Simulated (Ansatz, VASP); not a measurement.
## KMgF3 in VASP and in Ansatz

File INCAR:

```
PREC = Accurate
ENCUT = 520
EDIFF = 1E-7
ISMEAR = 0
SIGMA = 0.05
LREAL = F
LASPH = T
NELM = 80
ALGO = Normal
ISIF = 2
LWAVE = F
LCHARG = F
GGA = PS
NBANDS = 24
```

File KPOINTS:

```
regular mesh
0
Gamma
  6 6 6
```

The input POSCAR:

```
KMgF3
1.0
    3.9859000000      0.0000000000      0.0000000000
    0.0000000000      3.9859000000      0.0000000000
    0.0000000000      0.0000000000      3.9859000000
K Mg F
1 1 3
Direct
    0.5000000000      0.5000000000      0.5000000000
    0.0000000000      0.0000000000      0.0000000000
    0.5000000000      0.0000000000      0.0000000000
    0.0000000000      0.5000000000      0.0000000000
    0.0000000000      0.0000000000      0.5000000000
```

Input for Ansatz:

```yaml
crystal:
  lattice:
    - [3.9859, 0.0, 0.0]
    - [0.0, 3.9859, 0.0]
    - [0.0, 0.0, 3.9859]
  atoms:
    - { symbol: K, position: [0.5, 0.5, 0.5] }
    - { symbol: Mg, position: [0.0, 0.0, 0.0] }
    - { symbol: F, position: [0.5, 0.0, 0.0] }
    - { symbol: F, position: [0.0, 0.5, 0.0] }
    - { symbol: F, position: [0.0, 0.0, 0.5] }
basis:
  ecutwfc: 420
kpoints:
  mp_grid: { grid: [6, 6, 6] }
hamiltonian:
  xc: pbesol
scf:
  occupations: { method: gaussian, width: 0.05 }
output:
  forces: true
  stress: true
  eigenvalues: true
```

Alike in both runs: task single point; functional PBEsol; k mesh 6 × 6 × 6; occupations gaussian, width 0.05 eV; no spin polarisation.

```csv
,VASP,Ansatz
version,VASP 6.6.1,Ansatz 0.2.0
potentials or method,"VASP PAW PBE potentials, release 64 (K_sv, Mg, F), cutoff 520 eV","scalar-relativistic, plane waves, PAW"
valence electrons in the cell,32,40
```

Ansatz gave:

* gap on the k mesh at the Fermi level (eV): 7.15
* least direct gap on the mesh (eV): 7.47
* pressure (GPa): 0.3

**Question.** What did VASP give for the same quantities?

**Answer.** gap on the k mesh at the Fermi level (eV): 7.12; least direct gap on the mesh (eV): 7.45; pressure (GPa): -0.1.

VASP's potentials were made for PBE, not for PBEsol. With one functional, cell and mesh, what is left measures potentials, basis and numerics. VASP's potentials hold 32 valence electrons a cell and Ansatz's 40, so a difference there can come from the potentials and not from the codes.
